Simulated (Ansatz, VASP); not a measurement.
# C: VASP beside Ansatz

Contents of INCAR:

```
  PREC = Accurate
  ENCUT = 520
  EDIFF = 1E-6
  ISMEAR = -1
  SIGMA = 0.08
  LREAL = F
  LASPH = T
  NELM = 80
  ALGO = Normal
  ISIF = 2
  LWAVE = F
  LCHARG = F
  GGA = PS
  NBANDS = 11
```

The input KPOINTS:

```
Automatic mesh
0
Gamma
  20 20 20
```

Contents of POSCAR:

```
C
1.0
    0.0000000000      1.7834000000      1.7834000000
    1.7834000000      0.0000000000      1.7834000000
    1.7834000000      1.7834000000      0.0000000000
C
2
Direct
    0.5000000000      0.5000000000      0.5000000000
    0.7500000000      0.7500000000      0.7500000000
```

Input for Ansatz:

```yaml
crystal:
  lattice:
    - [0.0, 1.7834, 1.7834]
    - [1.7834, 0.0, 1.7834]
    - [1.7834, 1.7834, 0.0]
  atoms:
    - { symbol: C, position: [0.5, 0.5, 0.5] }
    - { symbol: C, position: [0.75, 0.75, 0.75] }
kpoints:
  mp_grid: { grid: [20, 20, 20] }
  band_path:
    path:
      - [0.0, 0.0, 0.0]
      - [0.5, 0.0, 0.5]
      - [0.625, 0.25, 0.625]
      - [0.375, 0.375, 0.75]
      - [0.0, 0.0, 0.0]
      - [0.5, 0.5, 0.5]
      - [0.5, 0.25, 0.75]
      - [0.5, 0.0, 0.5]
    npoints: 5
scf:
  occupations: { method: fermi_dirac, width: 0.08 }
hamiltonian:
  xc: pbesol
  pseudopotentials: { kind: all_electron, lapw: { basis_error: 0.0005 } }
output:
  forces: true
  stress: true
  eigenvalues: true
```

Alike in both runs: task single point; functional PBEsol; k mesh 20 × 20 × 20; occupations fermi-dirac, width 0.08 eV; no spin polarisation.

|  | VASP | Ansatz |
| --- | --- | --- |
| version | VASP 6.6.1 | Ansatz 0.2.0 |
| potentials or method | VASP PAW PBE potentials, release 64 (C), cutoff 520 eV | all-electron LAPW, scalar-relativistic |

Ansatz gave:

* gap on the k mesh at the Fermi level (eV): 4.02
* pressure (GPa): -4.8

Task: Estimate VASP's values.

Result: gap on the k mesh at the Fermi level (eV): 4.01; pressure (GPa): -3.8.

VASP's potentials were made for PBE, not for PBEsol. Ansatz ran all-electron here, and VASP with PAW potentials.
